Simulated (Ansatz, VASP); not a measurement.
MgO: VASP beside Ansatz

```xyz
2
Lattice="0.0000 2.1268 2.1268 2.1268 0.0000 2.1268 2.1268 2.1268 0.0000" Properties=species:S:1:pos:R:3 pbc="T T T"
Mg    0.0000    0.0000    0.0000
O     2.1268    2.1268    2.1268
```

Alike in both runs: task single point; functional PBE; k mesh 10 × 10 × 10; occupations gaussian, width 0.02 eV; no spin polarisation.

|  | VASP | Ansatz |
| --- | --- | --- |
| version | VASP 6.6.1 | Ansatz 0.2.0 |
| potentials or method | VASP PAW PBE potentials, release 64 (Mg, O), cutoff 520 eV | scalar-relativistic, plane waves, PAW |
| valence electrons in the cell | 8 | 16 |

|  | VASP | Ansatz | Ansatz less VASP |
| --- | --- | --- | --- |
| gap on the k mesh at the Fermi level (eV) | 4.45 | 4.46 | +0.017 |
| least direct gap on the mesh (eV) | 4.45 | 4.46 | +0.017 |
| pressure (GPa) | -0.7 | 0.0 | +0.75 |

With one functional, cell and mesh, what is left measures potentials, basis and numerics. VASP's potentials hold 8 valence electrons a cell and Ansatz's 16, so a difference there can come from the potentials and not from the codes.
